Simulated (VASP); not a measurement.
# NiO in VASP: a series of runs

The runs below take NiO through single point, with PBE.

Program: VASP 6.6.1. These are calculated values, not measurements. Logs are shortened: lines on timing, memory, paths and dates and some standing lists are left out, and cuts for length are marked.

### Step 1. The cell of the first run

The typed cell holds 4 atoms: a = 2.982 Å, b = 2.982 Å, c = 4.217 Å, α = 90.00°, β = 90.00°, γ = 90.00°.

### Step 2. Single point, PBE, collinear spin, ferromagnetic start

Input file INCAR:

```
SYSTEM = NiO
PREC = Accurate
ENCUT = 520
EDIFF = 1E-6
ISMEAR = 0
SIGMA = 0.05
LREAL = .False.
LASPH = .True.
NELM = 150
ALGO = Normal
ISIF = 2
LWAVE = .False.
LCHARG = .True.
ISPIN = 2
MAGMOM = 2 2 0 0
LORBIT = 11
LMAXMIX = 4
GGA = PE
LELF = .True.
LVHAR = .True.
NBANDS = 28
```

Input file KPOINTS:

```
Automatic mesh
0
Gamma
  10 10 6
  0 0 0
```

Input file POSCAR:

```
NiO
1.0
    1.4909133174      0.8607792052      2.4344440826
   -1.4909133174      2.5823376155      0.0000000000
   -2.9818266348     -1.7215584103      2.4344440826
Ni O
2 2
Direct
    1.0000000000      0.0000000000      0.0000000000
    1.5000000000      0.5000000000      0.5000000000
    1.0000000000      0.0000000000      0.5000000000
    1.5000000000      0.5000000000      1.0000000000
```

Potentials or basis: VASP PAW PBE potentials, release 64 (Ni, O).

Command:

```sh
cat potpaw_PBE.64/Ni/POTCAR potpaw_PBE.64/O/POTCAR > POTCAR
mpirun -np 1 vasp_std > vasp.out
```

OUTCAR:

```text
SYSTEM = NiO
   PREC = Accurate
   ENCUT = 520
   EDIFF = 1E-6
   ISMEAR = 0
   LREAL = .False.
   LASPH = .True.
   NELM = 150
   ISIF = 2
   ISPIN = 2
   LORBIT = 11
   GGA = PE

 ion  position               nearest neighbor table
   1  0.000  0.000  0.000-   3 2.11   3 2.11   4 2.11   4 2.11   4 2.11   4 2.11   2 2.98   2 2.98
                             2 2.98   2 2.98   2 2.98   2 2.98   2 2.98   2 2.98
   2  0.500  0.500  0.500-   4 2.11   4 2.11   3 2.11   3 2.11   3 2.11   3 2.11   1 2.98   1 2.98
                             1 2.98   1 2.98   1 2.98   1 2.98   1 2.98   1 2.98
   3  0.000  0.000  0.500-   1 2.11   1 2.11   2 2.11   2 2.11   2 2.11   2 2.11
   4  0.500  0.500  0.000-   2 2.11   2 2.11   1 2.11   1 2.11   1 2.11   1 2.11

  LATTYP: Found a simple monoclinic cell.
 ALAT       =     2.9816574839
 B/A-ratio  =     1.0000567305
 C/A-ratio  =     1.4142536775
 COS(beta)  =    -0.0000802290

  Lattice vectors:

 A1 = (   1.4909133174,   0.8607792052,   2.4344440826)
 A2 = (  -1.4909133174,   2.5823376155,   0.0000000000)
 A3 = (  -2.9818266348,  -1.7215584103,   2.4344440826)

Analysis of symmetry for initial positions (statically):
=====================================================================
 Subroutine PRICEL returns following result:

  LATTYP: Found a trigonal (rhomboedric) cell.
 ALAT       =     2.9816574839
 COS(alpha) =     0.4999432679

  Lattice vectors:

 A1 = (   0.0000000000,   1.7215584103,  -2.4344440826)
 A2 = (   1.4909133174,  -0.8607792052,  -2.4344440826)
 A3 = (  -1.4909133174,  -0.8607792052,  -2.4344440826)

   2 primitive cells build up your supercell.

 Routine SETGRP: Setting up the symmetry group for a
 simple monoclinic supercell.

 Subroutine GETGRP returns: Found  4 space group operations
 (whereof  4 operations were pure point group operations)
 out of a pool of  4 trial point group operations.

The static configuration has the point symmetry C_2h.

Analysis of symmetry for dynamics (positions and initial velocities):
=====================================================================
 Subroutine PRICEL returns following result:

  LATTYP: Found a trigonal (rhomboedric) cell.
 ALAT       =     2.9816574839
 COS(alpha) =     0.4999432679

  Lattice vectors:

 A1 = (   0.0000000000,   1.7215584103,  -2.4344440826)
 A2 = (   1.4909133174,  -0.8607792052,  -2.4344440826)
 A3 = (  -1.4909133174,  -0.8607792052,  -2.4344440826)

   2 primitive cells build up your supercell.

 Routine SETGRP: Setting up the symmetry group for a
 simple monoclinic supercell.

 Subroutine GETGRP returns: Found  4 space group operations
 (whereof  4 operations were pure point group operations)
 out of a pool of  4 trial point group operations.

The dynamic configuration has the point symmetry C_2h.

Analysis of structural, dynamic, and magnetic symmetry:
=====================================================================
 Subroutine PRICEL returns following result:

  LATTYP: Found a trigonal (rhomboedric) cell.
 ALAT       =     2.9816574839
 COS(alpha) =     0.4999432679

  Lattice vectors:

 A1 = (   0.0000000000,   1.7215584103,  -2.4344440826)
 A2 = (   1.4909133174,  -0.8607792052,  -2.4344440826)
 A3 = (  -1.4909133174,  -0.8607792052,  -2.4344440826)

   2 primitive cells build up your supercell.

 Routine SETGRP: Setting up the symmetry group for a
 simple monoclinic supercell.

 Subroutine GETGRP returns: Found  4 space group operations
 (whereof  4 operations were pure point group operations)
 out of a pool of  4 trial point group operations.

The overall configuration has the point symmetry C_2h.

 Subroutine INISYM returns: Found  4 space group operations
 (whereof  4 operations are pure point group operations),
 and found     2 'primitive' translations

----------------------------------------------------------------------------------------

                                     Primitive cell

  volume of cell :      18.7454

  direct lattice vectors                    reciprocal lattice vectors
     0.000000000  1.721558410 -2.434444083    -0.000000000  0.387246034 -0.136923799
     1.490913317 -0.860779205 -2.434444083     0.335364903 -0.193623017 -0.136923799
    -1.490913317 -0.860779205 -2.434444083    -0.335364903 -0.193623017 -0.136923799

  length of vectors
     2.981657484  2.981657484  2.981657484     0.410740329  0.410740329  0.410740329

  position of ions in fractional coordinates (direct lattice)
     0.000000000  0.000000000  0.000000000
     0.500000000  0.500000000  0.500000000

  ion indices of the primitive-cell ions
   primitive index   ion index
                 1           1
                 2           3

----------------------------------------------------------------------------------------

 KPOINTS: Automatic mesh

Automatic generation of k-mesh.
 Grid dimensions read from file:
 generate k-points for:   10   10    6

 Generating k-lattice:

  Cartesian coordinates                     Fractional coordinates (reciprocal lattice)
     0.016768245  0.009681151  0.027384760     0.100000000  0.000000000  0.000000000
    -0.016768245  0.029043453 -0.000000000    -0.000000000  0.100000000  0.000000000
    -0.027947075 -0.016135251  0.022820633     0.000000000  0.000000000  0.166666667

  Length of vectors
     0.033538393  0.033536490  0.039524254

  Shift w.r.t. Gamma in fractional coordinates (k-lattice)
     0.000000000  0.000000000  0.000000000

 Subroutine IBZKPT returns following result:
 ===========================================

 Found    192 irreducible k-points:

 Following reciprocal coordinates:
            Coordinates               Weight
  0.000000  0.000000  0.000000      1.000000
  0.100000 -0.000000  0.000000      2.000000
  0.200000 -0.000000  0.000000      2.000000
  0.300000  0.000000  0.000000      2.000000
  0.400000  0.000000  0.000000      2.000000
  0.500000 -0.000000  0.000000      1.000000
[... 16 lines left out ...]
  0.400000  0.300000 -0.000000      4.000000
  0.500000  0.300000  0.000000      2.000000
 [... further k-points ...]
   k-points           NKPTS =    192   k-points in BZ     NKDIM =    192   number of bands    NBANDS=     28
   number of dos      NEDOS =    301   number of ions     NIONS =      4
   total plane-waves  NPLWV =  18432
   dimension x,y,z NGX =    24 NGY =   24 NGZ =   32
   dimension x,y,z NGXF=    48 NGYF=   48 NGZF=   64
   ions per type =               2   2
   NGX,Y,Z   is equivalent  to a cutoff of  13.38, 13.38, 12.62 a.u.
   NGXF,Y,Z  is equivalent  to a cutoff of  26.76, 26.76, 25.23 a.u.
 SYSTEM =  NiO
   PREC   = accura    normal or accurate (medium, high low for compatibility)
   ISTART =      0    job   : 0-new  1-cont  2-samecut
   ICHARG =      2    charge: 1-file 2-atom 10-const
   ISPIN  =      2    spin polarized calculation?
   LNONCOLLINEAR =      F non collinear calculations
   LSORBIT =      F    spin-orbit coupling
   LASPH  =      T    aspherical Exc in radial PAW
   ENCUT  =  520.0 eV  38.22 Ry    6.18 a.u.   5.54  5.54  7.84*2*pi/ulx,y,z
   NELM   =    150;   NELMIN=  2; NELMDL= -5     # of ELM steps
   EDIFF  = 0.1E-05   stopping-criterion for ELM
   LREAL  =      F    real-space projection
   EDIFFG = 0.1E-04   stopping-criterion for IOM
   NSW    =      0    number of steps for IOM
   IBRION =     -1    ionic relax: 0-MD 1-quasi-New 2-CG
   NFREE  =      0    steps in history (QN), initial steepest desc. (CG)
   ISIF   =      2    stress and relaxation
   ISYM   =      2    0-nonsym 1-usesym 2-fastsym
   POTIM  = 0.5000    time-step for ionic-motion
   TEBEG  =    0.0;   TEEND  =   0.0 temperature during run
   PSTRESS=    0.0 pullay stress
   NELECT =      32.0000    total number of electrons
   NUPDOWN=      -1.0000    fix difference up-down
   EMIN   =  10.00;   EMAX   =-10.00  energy-range for DOS
   EFERMI =   0.00;   METHOD = LEGACY
   ISMEAR =     0;   SIGMA  =   0.05  broadening in eV -4-tet -1-fermi 0-gaus
   EFERMI_NEDOS =   21; number of points for ismear=-14 and -15
   IALGO  =     38    algorithm
   IMIX   =      4    mixing-type and parameters
     AMIX     =   0.40;   BMIX     =  1.00
     AMIX_MAG =   1.60;   BMIX_MAG =  1.00
  volume/ion in A,a.u.               =       9.37        63.25
  Fermi-wavevector in a.u.,A,eV,Ry     =   1.552922  2.934598 32.811374  2.411568
  Thomas-Fermi vector in A             =   2.657228
   LORBIT       =     11    0 simple, 1 ext, 2 COOP (PROOUT), +10 PAW based schemes
   GGA     = PE    functional components
   LHFCALC =     F    Hartree Fock is set to
   AEXX    =    0.0000 exact exchange contribution
   IVDW    =     0    specifies the selected vdW correction
   LEPSILON=     F    determine dielectric tensor
   LRPA    =     F    only Hartree local field effects (RPA)
 spin polarized calculation
 Gauss-broadening in eV      SIGMA  =   0.05
  energy-cutoff  :      520.00
  volume of cell :       37.49
 maximum number of plane-waves:      1032
 NGX is ok and might be reduce to    24
   NGX = 11   NGY = 11   NGZ = 15

 number of electron      31.9999952 magnetization       3.5831533

 Free energy of the ion-electron system (eV)
  ---------------------------------------------------
  ext. energy  EPLUGINS =         0.00000000
  ---------------------------------------------------
  free energy    TOTEN  =       -22.96246798 eV

  energy without entropy =      -22.96022971  energy(sigma->0) =      -22.96134884

 E-fermi :   7.4581     XC(G=0): -12.5117

 val. band max:        7.4568686136   @ k =   0.1000   0.0000   0.3333
 cond. band min:       7.4644458599   @ k =   0.0000   0.4000   0.1667
 fundamental gap:      0.0075772462
 Fermi energy:         7.4581068560

 spin component 1

 k-point     1 :       0.0000    0.0000    0.0000
  band No.  band energies     occupation
      1     -12.6115      1.00000
      2     -11.2585      1.00000
      3       0.8191      1.00000
      4       3.3507      1.00000
      5       3.3513      1.00000
      6       4.0513      1.00000
[... 20 lines left out ...]
     27      26.1866      0.00000
     28      26.1884      0.00000

 k-point     2 :       0.1000   -0.0000    0.0000
  band No.  band energies     occupation
      1     -12.5396      1.00000
      2     -11.2402      1.00000
      3       0.8760      1.00000
      4       2.7508      1.00000
      5       3.0181      1.00000
      6       3.6416      1.00000
[... 674 lines left out ...]
 k-point    24 :       0.5000    0.3000    0.0000
  band No.  band energies     occupation
      1     -11.3192      1.00000
      2     -11.3192      1.00000
      3       0.7342      1.00000
      4       0.7342      1.00000
      5       2.5542      1.00000
      6       2.5542      1.00000
[... 20 lines left out ...]
     27      24.9571      0.00000
     28      24.9571      0.00000

 [... further k-points ...]

 spin component 2

 k-point     1 :       0.0000    0.0000    0.0000
  band No.  band energies     occupation
      1     -12.1585      1.00000
      2     -10.7220      1.00000
      3       1.1723      1.00000
      4       3.8193      1.00000
      5       3.8200      1.00000
      6       4.7742      1.00000
[... 20 lines left out ...]
     27      26.4005      0.00000
     28      26.4024      0.00000

 k-point     2 :       0.1000   -0.0000    0.0000
  band No.  band energies     occupation
      1     -12.0844      1.00000
      2     -10.7044      1.00000
      3       1.2342      1.00000
      4       3.2584      1.00000
      5       3.6927      1.00000
      6       4.4360      1.00000
[... 674 lines left out ...]
 k-point    24 :       0.5000    0.3000    0.0000
  band No.  band energies     occupation
      1     -10.7946      1.00000
      2     -10.7946      1.00000
      3       1.1955      1.00000
      4       1.1955      1.00000
      5       3.2114      1.00000
      6       3.2114      1.00000
[... 20 lines left out ...]
     27      25.2803      0.00000
     28      25.2803      0.00000

 [... further k-points ...]

------------------------ aborting loop because EDIFF is reached ----------------------------------------

  FORCE on cell =-STRESS in cart. coord.  units (eV):
  Direction    XX          YY          ZZ          XY          YZ          ZX
  --------------------------------------------------------------------------------------
  -------------------------------------------------------------------------------------
  Total       -0.0879849     -0.0939205     -0.0891365      0.0051404     -0.0041974     -0.0073216
  in kB       -3.7600503     -4.0137085     -3.8092618      0.2196744     -0.1793783     -0.3128878
  external PRESSURE =      -3.8610069 kB  Pullay stress =       0.0000000 kB

 VOLUME and BASIS-vectors are now :
 -----------------------------------------------------------------------------
  energy-cutoff  :      520.00
  volume of cell :       37.49
      direct lattice vectors                 reciprocal lattice vectors
     1.490913317  0.860779205  2.434444083     0.167682451  0.096811508  0.273847599
    -1.490913317  2.582337616  0.000000000    -0.167682451  0.290434525 -0.000000000
    -2.981826635 -1.721558410  2.434444083    -0.167682451 -0.096811508  0.136923799

 POSITION                                       TOTAL-FORCE (eV/Angst)
 -----------------------------------------------------------------------------------
      0.00000      0.00000      0.00000         0.000000     -0.000000     -0.000000
     -1.49091      0.86078      2.43444        -0.000000     -0.000000      0.000000
     -1.49091     -0.86078      1.21722        -0.000000      0.000000      0.000000
      0.00000      1.72156      1.21722         0.000000      0.000000      0.000000
 -----------------------------------------------------------------------------------
    total drift:                                0.000000     -0.000000     -0.000000

  FREE ENERGIE OF THE ION-ELECTRON SYSTEM (eV)
  ---------------------------------------------------
  free  energy   TOTEN  =       -22.9624679755 eV

  energy  without entropy=      -22.9602297124  energy(sigma->0) =      -22.96134884

 total charge

# of ion       s       p       d       tot
------------------------------------------
    1        0.323   0.384   8.225   8.932
    2        0.323   0.384   8.225   8.932
    3        1.556   3.410   0.000   4.967
    4        1.556   3.410   0.000   4.967
--------------------------------------------------
tot          3.760   7.587  16.449  27.796

 magnetization (x)

# of ion       s       p       d       tot
------------------------------------------
    1        0.011   0.015   1.444   1.470
    2        0.011   0.015   1.444   1.470
    3        0.027   0.249   0.000   0.276
    4        0.027   0.249   0.000   0.276
--------------------------------------------------
tot          0.077   0.528   2.889   3.493
```

Run time: 1.9 min. Hardware: 1 thread of Intel Xeon 6975P-C (Granite Rapids), shared host; peak memory 0.38 GiB.

What came out:

| Item | Value |
| --- | --- |
| Free energy | -22.9625 eV |
| Pressure | -0.4 GPa |
| Net moment | 3.58 μB per cell |
| Site moments | Ni +1.47; O +0.28 μB |
| Valence electrons inside the program's atomic spheres | Ni 8.93; O 4.97 |

Caveat: semilocal functionals often make such compounds metallic where correlation or magnetic order opens a gap, which also shifts bond lengths.

### Step 3. Single point, PBE, collinear spin, antiferromagnetic start

INCAR: that of step 2 with these lines changed.

```diff
@@ -14,3 +14,3 @@
 ISPIN = 2
-MAGMOM = 2 2 0 0
+MAGMOM = 2 -2 0 0
 LORBIT = 11
```

KPOINTS is that of step 2.

POSCAR is that of step 2.

Potentials or basis: VASP PAW PBE potentials, release 64 (Ni, O).

Command:

```sh
cat potpaw_PBE.64/Ni/POTCAR potpaw_PBE.64/O/POTCAR > POTCAR
mpirun -np 1 vasp_std > vasp.out
```

OUTCAR:

```text
SYSTEM = NiO
   PREC = Accurate
   ENCUT = 520
   EDIFF = 1E-6
   ISMEAR = 0
   LREAL = .False.
   LASPH = .True.
   NELM = 150
   ISIF = 2
   ISPIN = 2
   LORBIT = 11
   GGA = PE

 ion  position               nearest neighbor table
   1  0.000  0.000  0.000-   3 2.11   3 2.11   4 2.11   4 2.11   4 2.11   4 2.11   2 2.98   2 2.98
                             2 2.98   2 2.98   2 2.98   2 2.98   2 2.98   2 2.98
   2  0.500  0.500  0.500-   4 2.11   4 2.11   3 2.11   3 2.11   3 2.11   3 2.11   1 2.98   1 2.98
                             1 2.98   1 2.98   1 2.98   1 2.98   1 2.98   1 2.98
   3  0.000  0.000  0.500-   1 2.11   1 2.11   2 2.11   2 2.11   2 2.11   2 2.11
   4  0.500  0.500  0.000-   2 2.11   2 2.11   1 2.11   1 2.11   1 2.11   1 2.11

  LATTYP: Found a simple monoclinic cell.
 ALAT       =     2.9816574839
[... 1755 lines left out ...]

 POSITION                                       TOTAL-FORCE (eV/Angst)
 -----------------------------------------------------------------------------------
      0.00000      0.00000      0.00000        -0.000000     -0.000000      0.000000
     -1.49091      0.86078      2.43444         0.000000     -0.000000     -0.000000
     -1.49091     -0.86078      1.21722         0.000000      0.000000     -0.000000
      0.00000      1.72156      1.21722        -0.000000     -0.000000      0.000000
 -----------------------------------------------------------------------------------
    total drift:                                0.000000     -0.000000     -0.000000

  FREE ENERGIE OF THE ION-ELECTRON SYSTEM (eV)
  ---------------------------------------------------
  free  energy   TOTEN  =       -22.8881028875 eV

  energy  without entropy=      -22.8842134527  energy(sigma->0) =      -22.88615817

 total charge

# of ion       s       p       d       tot
------------------------------------------
    1        0.323   0.384   8.226   8.933
    2        0.323   0.384   8.226   8.933
    3        1.558   3.408   0.000   4.966
    4        1.558   3.408   0.000   4.966
--------------------------------------------------
tot          3.762   7.583  16.452  27.797

 magnetization (x)

# of ion       s       p       d       tot
------------------------------------------
    1        0.016   0.019   1.395   1.430
    2       -0.016  -0.019  -1.395  -1.430
    3       -0.009  -0.070   0.000  -0.079
    4        0.009   0.070   0.000   0.079
--------------------------------------------------
tot          0.000   0.000   0.000   0.000
```

stdout:

```text
POSCAR found type information on POSCAR NiO
 POSCAR found :  2 types and       4 ions
 scaLAPACK will be used
 LDA part: xc-table for (Slater+PW92), standard interpolation
 POSCAR, INCAR and KPOINTS ok, starting setup
 FFT: planning ... GRIDC
 FFT: planning ... GRID_SOFT
 FFT: planning ... GRID
 WAVECAR not read
 entering main loop
```

Run time: 1.8 min. Hardware: 1 thread of Intel Xeon 6975P-C (Granite Rapids), shared host; peak memory 0.38 GiB.

What came out:

```
Free energy                                           : -22.8881 eV
Pressure                                              : -0.8 GPa
Band gap on the k mesh                                : zero (filled and empty bands overlap)
Net moment                                            : 0.00 μB per cell
Site moments                                          : Ni +1.43, -1.43; O -0.08, +0.08 μB
Valence electrons inside the program's atomic spheres : Ni 8.93; O 4.97
```

Stress tensor (GPa, compression positive):
```
-0.71  0.12 -0.17
 0.12 -0.85 -0.10
-0.17 -0.10 -0.78
```

Caveat: semilocal functionals often make such compounds metallic where correlation or magnetic order opens a gap, which also shifts bond lengths. With open d or f shells a metallic result of PBE can be an artefact of self-interaction; +U or a hybrid may open a gap.
